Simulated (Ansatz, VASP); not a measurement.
## Te in VASP and in Ansatz

```
Te
1.0
     3.30409    0.00000    0.00000
    -1.65205    2.86143    0.00000
     0.00000    0.00000   24.01225
Te
4
Direct
  0.00000 0.00000 0.55805
  0.00000 0.00000 0.44195
  0.33333 0.66667 0.30378
  0.66667 0.33333 0.69622
```

Alike in both runs: functional PBE; k mesh 6 × 6 × 1; occupations gaussian, width 0.1 eV; no spin polarisation.

Ansatz relaxed the structure, and its values are those at the end. VASP's run is a single point on that final structure, the one shown.

|  | VASP | Ansatz |
| --- | --- | --- |
| version | VASP 6.6.1 | Ansatz 0.2.0 |
| potentials or method | VASP PAW PBE potentials, release 64 (Te), cutoff 520 eV | scalar-relativistic, plane waves, PAW |
| valence electrons in the cell | 24 | 64 |

|  | VASP | Ansatz | Ansatz less VASP |
| --- | --- | --- | --- |
| gap on the k mesh at the Fermi level (eV) | none | none | - |
| rms of the force components (eV/Å) | 0.009 | 0.005 | -0.0040 |

A gap of «none» marks a metal or a gap that the smearing closes. VASP's potentials hold 24 valence electrons a cell and Ansatz's 64, so a difference there can come from the potentials and not from the codes.

The k mesh is coarse, so the values compare programs but aren't converged. Spin-orbit coupling is off throughout.
